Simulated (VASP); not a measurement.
Input of a VASP 6.6.1 run:

The input INCAR:

```
SYSTEM = Al30PO48
  PREC = Accurate
  ENCUT = 520
  EDIFF = 1E-6
  ISMEAR = -1
  SIGMA = 0.01
  LREAL = Auto
  LASPH = .True.
  NELM = 200
  ALGO = Normal
  ISIF = 2
  LWAVE = .False.
  LCHARG = .True.
  ISPIN = 2
  MAGMOM = 0 0 0 0 0 0 0 0 0 0 0 0 0 0 0 0 0 0 0 0 0 0 0 0 0 0 0 0 0 0 0 0 0 0 0 0 0 0 0 0 0 0.01 0.21 0 0.2 0 0 0 0.01 0 0 0 0.01 0 0 0 0.01 0 0 0.22 0 0 0 0.01 0 0 0 0.01 0 0 0 0 0 0 0.06 0 0 0.06 0.07
  LORBIT = 11
  NUPDOWN = 1.0
  GGA = PE
  LELF = .True.
  LVHAR = .True.
  NBANDS = 240
  GGA_COMPAT = .False.
```

The input KPOINTS:

```
regular mesh
0
Gamma
  1 1 1
  0 0 0
```

Contents of POSCAR:

```
Al30PO48
1.0
    4.8078835245      2.7758328471      8.7484141875
   -4.8078835245      2.7758328471      8.7484141875
    0.0000000000     -5.5516656942      8.7484141875
P Al O
1 30 48
Direct
    0.3323407980      0.3335827184      0.3334906747
    0.0733939146      0.0747191908      0.0745699206
    0.1749229958      0.1761321065      0.1761137126
    0.3241188004      0.3226397645      0.8233897356
    0.4252816685      0.4249035057      0.9287234878
    0.0756186218      0.0663268386      0.5758140531
    0.1725229767      0.1746446516      0.6785660279
    0.3214164854      0.8232922724      0.3253884808
    0.4235239845      0.9288336307      0.4265164648
    0.0649996955      0.5759254861      0.0768537178
    0.1733400010      0.6786332721      0.1738217122
    0.3255182681      0.8234493410      0.8234173694
    0.4273922125      0.9262035999      0.9237795350
    0.0901998667      0.5654434753      0.5684776125
    0.1771536621      0.6718049792      0.6802939716
    0.8222897797      0.3256292677      0.3224128674
    0.9275347960      0.4266190219      0.4248275925
    0.5745558890      0.0769547760      0.0663514943
    0.6773873027      0.1738385184      0.1745484963
    0.8221561687      0.3268548137      0.8233836755
    0.9224958851      0.4286879796      0.9261133539
    0.5671626124      0.0912694828      0.5655114507
    0.6790266140      0.1784725759      0.6719415938
    0.8221180011      0.8234624699      0.3267796128
    0.9250189947      0.9237828932      0.4284603519
    0.5641051792      0.5685607618      0.0914795763
    0.6704193138      0.6804958549      0.1782771111
    0.8229346175      0.8242623518      0.8242030170
    0.9252947130      0.9266038019      0.9265435714
    0.5728587422      0.5742055537      0.5740351064
    0.6766430223      0.6779133798      0.6778736945
    0.2201976813      0.0286661815      0.3756352007
    0.4559772328      0.1424070799      0.2872908275
    0.0274006982      0.3756945832      0.2214504025
    0.3743996826      0.2215356762      0.0285741566
    0.1411362194      0.2873898872      0.4572407960
    0.2861268710      0.4572528949      0.1423570425
    0.2201739309      0.0283367567      0.8748549690
    0.4688019678      0.1271543733      0.7751221846
    0.0278713059      0.3746903928      0.7212623854
    0.3668258028      0.2216213523      0.5187685244
    0.1223427636      0.2790103724      0.9736412973
    0.2619894003      0.4761413227      0.6434019872
    0.2203762366      0.5188618581      0.3679967394
    0.4750031627      0.6433531075      0.2632014182
    0.0270212704      0.8749779675      0.2213733994
    0.3733741119      0.7213616621      0.0291096184
    0.1258436637      0.7752384222      0.4699653980
    0.2776965219      0.9737045265      0.1236027089
    0.2215085927      0.5288360996      0.8838784200
    0.4715507634      0.6240281616      0.7803402489
    0.0285795407      0.8716663570      0.7246683589
    0.3739809659      0.7228425653      0.5285362666
    0.1253722967      0.7750303945      0.9741268287
    0.2740217691      0.9702990782      0.6268385115
    0.7200489047      0.0292160337      0.3746138700
    0.9723505420      0.1237125248      0.2789386794
    0.5176139886      0.3680677500      0.2215551261
    0.8736594974      0.2214644614      0.0282264335
    0.6422870812      0.2631606960      0.4760896683
    0.7740030385      0.4700878287      0.1269871147
    0.7234431370      0.0299477563      0.8716159299
    0.9728585327      0.1266852779      0.7749719548
    0.5272867927      0.3753297849      0.7227449233
    0.8825897897      0.2228553599      0.5287660828
    0.6256020318      0.2753638219      0.9702012878
    0.7791374797      0.4728581300      0.6239365561
    0.7215741786      0.5285574356      0.3752052195
    0.9690074263      0.6268996362      0.2752952096
    0.5275052197      0.8839756781      0.2227724302
    0.8703472929      0.7247680284      0.0298534106
    0.6227003267      0.7804347468      0.4727542356
    0.7737277894      0.9741952794      0.1266219658
    0.7173091358      0.5274493663      0.8799881041
    0.9675320136      0.6260290977      0.7820805741
    0.5261374268      0.8800475068      0.7185458284
    0.8787505569      0.7186424298      0.5273357030
    0.6247245438      0.7824136376      0.9686225743
    0.7809251610      0.9689699179      0.6257541484
```

Potentials or basis: VASP PAW PBE potentials, release 64 (P, Al, O).

Launch:

```console
$ cat potpaw_PBE.64/P/POTCAR potpaw_PBE.64/Al/POTCAR potpaw_PBE.64/O/POTCAR > POTCAR
$ mpirun -np 1 vasp_gam > vasp.out
```

Q: Estimate the pressure.

A: -1.1 GPa.

Q: What does it give for the largest force?

A: 0.063 eV/Å.

Forces in eV/Å, atoms in the order of the input:
```
P   -0.001  0.000  0.022
Al   0.000  0.001 -0.011
Al   0.000  0.000  0.020
Al   0.028 -0.003 -0.011
Al   0.007  0.000  0.005
Al   0.007  0.003 -0.011
Al  -0.002 -0.008  0.023
Al  -0.036 -0.022  0.003
Al  -0.001 -0.005  0.004
Al   0.003 -0.007 -0.005
Al  -0.009  0.014  0.017
Al  -0.002  0.004 -0.004
Al  -0.007  0.003  0.002
Al   0.010  0.023 -0.031
Al  -0.022  0.013  0.027
Al  -0.004  0.015 -0.012
Al   0.001  0.002  0.003
Al  -0.009  0.010 -0.011
Al   0.010  0.001  0.023
Al  -0.002 -0.005 -0.004
Al   0.001  0.000  0.007
Al  -0.022  0.006 -0.022
Al  -0.003 -0.014  0.018
Al   0.002  0.002 -0.001
Al  -0.009 -0.004  0.011
Al   0.028 -0.012 -0.046
Al   0.040  0.016  0.046
Al   0.000  0.012 -0.012
Al  -0.003  0.001  0.005
Al   0.001 -0.003 -0.013
Al   0.003  0.002  0.012
O   -0.003  0.004  0.002
O   -0.010  0.003  0.006
O    0.008  0.002  0.002
O   -0.004 -0.007  0.000
O    0.003  0.011 -0.002
O    0.002 -0.010  0.003
O   -0.004 -0.005 -0.002
O    0.002 -0.009  0.004
O   -0.001 -0.001  0.003
O    0.020  0.000 -0.022
O   -0.005  0.004  0.000
O   -0.008 -0.013 -0.006
O   -0.007 -0.025 -0.020
O   -0.016  0.005 -0.010
O   -0.002  0.003 -0.004
O    0.000 -0.001  0.005
O   -0.002  0.000  0.004
O    0.009  0.001  0.000
O   -0.006  0.006 -0.005
O    0.000 -0.005  0.000
O    0.000  0.002  0.003
O    0.001  0.000  0.000
O   -0.002 -0.003  0.003
O    0.003 -0.003  0.001
O    0.001  0.000 -0.006
O    0.003  0.001  0.001
O   -0.013  0.014 -0.025
O    0.006 -0.001 -0.002
O    0.012  0.003 -0.006
O    0.001  0.004  0.004
O   -0.002 -0.003  0.002
O    0.001  0.001  0.001
O   -0.001 -0.001  0.004
O    0.003 -0.005  0.001
O    0.001 -0.003  0.004
O    0.002  0.003  0.002
O   -0.003  0.005  0.004
O   -0.002  0.004  0.001
O    0.007  0.000 -0.008
O   -0.001 -0.004  0.000
O   -0.004  0.000  0.001
O    0.003  0.003  0.002
O   -0.003 -0.003  0.003
O    0.011  0.004  0.002
O    0.000  0.002  0.000
O    0.004 -0.002  0.002
O   -0.001 -0.026 -0.006
O   -0.008  0.001  0.001
```

Caveat: the k points lie up to 0.79 Å⁻¹ apart; the total moment is fixed, so each spin has its own Fermi level and the state may be an excited one.
